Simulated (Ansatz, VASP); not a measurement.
W in VASP and in Ansatz

INCAR

```
  PREC = Accurate
  ENCUT = 520
  EDIFF = 1E-6
  ISMEAR = -1
  SIGMA = 0.1
  LREAL = F
  LASPH = T
  NELM = 80
  ALGO = Normal
  ISIF = 2
  LWAVE = F
  LCHARG = F
  GGA = RE
  NBANDS = 13
```

File KPOINTS:

```
regular mesh
0
Gamma
  15 15 15
```

POSCAR

```
W
1.0
    0.0000000000      2.0778254414      2.0778254414
    2.0778254414      0.0000000000      2.0778254414
    2.0778254414      2.0778254414      0.0000000000
W
1
Direct
    0.0000000000      0.0000000000      0.0000000000
```

Input for Ansatz:

```yaml
crystal:
  lattice:
    - [0.0, 2.0778254414, 2.0778254414]
    - [2.0778254414, 0.0, 2.0778254414]
    - [2.0778254414, 2.0778254414, 0.0]
  atoms:
    - { symbol: W, position: [0.0, 0.0, 0.0] }
hamiltonian:
  xc: revpbe
  pseudopotentials:
    kind: paw
    azcp:
      W: "pseudopotentials/W.paw.azcp"
basis:
  ecutwfc: 420
  fft_grid_basis: typed
kpoints:
  mp_grid: { grid: [15, 15, 15], shift: [0, 0, 0] }
magnetization:
  spin_polarized: false
scf:
  occupations: { method: fermi_dirac, width: 0.1 }
  lower_state_search: "off"
output:
  stress: true
```

Alike in both runs: task single point; functional revPBE; k mesh 15 × 15 × 15; occupations fermi-dirac, width 0.1 eV; no spin polarisation.

|  | VASP | Ansatz |
| --- | --- | --- |
| version | VASP 6.6.1 | Ansatz 0.2.0 |
| potentials or method | VASP PAW PBE potentials, release 64 (W_sv), cutoff 520 eV | plane waves (420 eV) with PAW, scalar-relativistic |
| valence electrons in the cell | 14 | 14 |

```csv
,VASP,Ansatz,Ansatz less VASP
pressure (GPa),-18.0,-18.3,-0.25
```

VASP's potentials were made for PBE, not for revPBE.

Spin-orbit coupling is off throughout.
